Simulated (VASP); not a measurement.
Crystal: CaO.

```xyz
2
Lattice="0.0000 2.4065 2.4065 2.4065 0.0000 2.4065 2.4065 2.4065 0.0000" Properties=species:S:1:pos:R:3 pbc="T T T"
Ca    0.0000    0.0000    0.0000
O     2.4065    2.4065    2.4065
```

| Property | Result |
| --- | --- |
| Program | VASP 6.6.1 |
| Task | relaxation of cell and atoms |
| Functional | PBEsol |
| Potentials or basis | VASP PAW PBE potentials, release 64 (Ca_sv, O) |
| Cutoff | 600 eV |
| k mesh | 12 × 12 × 12 |
| Occupations | fermi-dirac, width 0.08 eV |
| Spin | no spin polarisation |

At the start: pressure -2.6 GPa; volume 13.94 Å³/atom.

**Question.** Where does the relaxation end?

**Answer.** Over 3 steps the energy falls by 2.8 meV/atom and the volume is 13.61 Å³/atom (-2.4 %); space group Fm-3m (No. 225, to 0.1 Å) before and after.

The path:
```csv
step,energy change (eV),largest force (eV/Å),pressure (GPa),volume (Å³)
1,0.0000,0.0000,-2.62,27.87
2,-0.0047,0.0000,1.08,26.96
3,-0.0055,0.0000,0.00,27.21
```

Final structure:
```
Ca O
1.0
     0.00000    2.38735    2.38735
     2.38735    0.00000    2.38735
     2.38735    2.38735    0.00000
Ca O
1 1
Direct
  0.00000 0.00000 0.00000
  0.50000 0.50000 0.50000
```

Caveat: the PAW data sets were made with another functional, which shifts forces and pressure a little.
